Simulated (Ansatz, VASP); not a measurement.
# SnRuC2: VASP beside Ansatz

Contents of INCAR:

```
  PREC = Accurate
  ENCUT = 600
  EDIFF = 1E-7
  ISMEAR = 0
  SIGMA = 0.1
  LREAL = F
  LASPH = T
  NELM = 100
  ALGO = Normal
  ISIF = 3
  LWAVE = F
  LCHARG = F
  GGA = PE
  IBRION = 2
  NSW = 90
  EDIFFG = -0.04
```

File KPOINTS:

```
Automatic mesh
0
Gamma
  6 6 2
```

The input POSCAR:

```
SnRuC2
1.0
    2.9640733346      0.0000000000      0.0000000000
   -1.4820366673      2.5669628064      0.0000000000
    0.0000000000      0.0000000000     13.2657827561
Sn Ru C
2 2 4
Direct
    0.0000000000      0.0000000000      0.5000000000
    0.0000000000      0.0000000000      0.0000000000
    0.3333333333      0.6666666667      0.7500000000
    0.6666666667      0.3333333333      0.2500000000
    0.3333333333      0.6666666667      0.4140000000
    0.6666666667      0.3333333333      0.9140000000
    0.6666666667      0.3333333333      0.5860000000
    0.3333333333      0.6666666667      0.0860000000
```

Input for Ansatz:

```yaml
crystal:
  lattice:
    - [2.9640733346, 0.0, 0.0]
    - [-1.4820366673, 2.5669628064, 0.0]
    - [0.0, 0.0, 13.2657827561]
  atoms:
    - { symbol: Sn, position: [0.0, 0.0, 0.5] }
    - { symbol: Sn, position: [0.0, 0.0, 0.0] }
    - { symbol: Ru, position: [0.3333333333, 0.6666666667, 0.75] }
    - { symbol: Ru, position: [0.6666666667, 0.3333333333, 0.25] }
    - { symbol: C, position: [0.3333333333, 0.6666666667, 0.414] }
    - { symbol: C, position: [0.6666666667, 0.3333333333, 0.914] }
    - { symbol: C, position: [0.6666666667, 0.3333333333, 0.586] }
    - { symbol: C, position: [0.3333333333, 0.6666666667, 0.086] }
basis:
  ecutwfc: 420
kpoints:
  mp_grid: { grid: [6, 6, 2] }
hamiltonian:
  xc: pbe
scf:
  occupations: { method: gaussian, width: 0.1 }
  lower_state_search: "off"
output:
  forces: true
  stress: true
  eigenvalues: true
relax:
  adjacent_minimum: "off"
  f_tol: 0.04
  max_steps: 70
  cell: { stress_tol: 0.4 }
```

Alike in both runs: task relaxation of cell and atoms; functional PBE; k mesh 6 × 6 × 2; occupations gaussian, width 0.1 eV; no spin polarisation.

```csv
,VASP,Ansatz
version,VASP 6.6.1,Ansatz 0.2.0
potentials or method,"VASP PAW PBE potentials, release 64 (Sn_d, Ru_pv, C), cutoff 600 eV","scalar-relativistic, plane waves, PAW"
valence electrons in the cell,72,76
```

|  | VASP | Ansatz | Ansatz less VASP |
| --- | --- | --- | --- |
| gap on the k mesh at the Fermi level, each at its own relaxed structure (eV) | none | none | - |
| relaxed volume (Å³/atom) | 12.61 | 12.58 | -0.030 |
| relaxed cell length with the largest relative difference (Å) | 3.180 | 3.175 | -0.0050 |

A gap of «none» marks a metal or a gap that the smearing closes. VASP's potentials hold 72 valence electrons a cell and Ansatz's 76, so a difference there can come from the potentials and not from the codes.

The k mesh is coarse, so the values compare programs but aren't converged.
